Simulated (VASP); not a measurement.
A run of VASP 6.6.1 is set up as follows.

The input INCAR:

```
PREC = Accurate ; ENCUT = 520
EDIFF = 1E-7 ; ISMEAR = 0
SIGMA = 0.15 ; LREAL = F
LASPH = T ; NELM = 60
ALGO = Normal ; ISIF = 2
LWAVE = F ; LCHARG = T
GGA = PS ; IVDW = 12
LELF = T ; LVHAR = T
NBANDS = 16
```

KPOINTS

```
Automatic mesh
0
Gamma
  21 21 8
```

Contents of POSCAR:

```
C
1.0
    2.3610546770      0.0000000000      0.0000000000
   -1.1805273385      2.0447333300      0.0000000000
    0.0000000000      0.0000000000      6.9606252931
C
4
Direct
    0.0000000000      0.0000000000      0.0025000000
    0.0000000000      0.0000000000      0.5025000000
    0.3333333333      0.6666666667      0.0025000000
    0.6666666667      0.3333333333      0.5025000000
```

Potentials or basis: VASP PAW PBE potentials, release 64 (C).

Launch:

```sh
$ cat potpaw_PBE.64/C/POTCAR > POTCAR
$ mpirun -np 1 vasp_std > vasp.out
```

Question: What does it give for the band gap on the k mesh?

Answer: Zero (band 8 reaches 5.07 eV, above the bottom of band 9 at 5.05 eV).

Question: What does it give for the dispersion energy per atom?

Answer: -0.101 eV.

Question: What does it give for the pressure?

Answer: 40.8 GPa.

Stress tensor (GPa, compression positive):
```
62.10  0.00  0.00
 0.00 62.10  0.00
 0.00  0.00 -1.65
```

Caveat: the PAW data sets were made with another functional, which shifts forces and pressure a little.
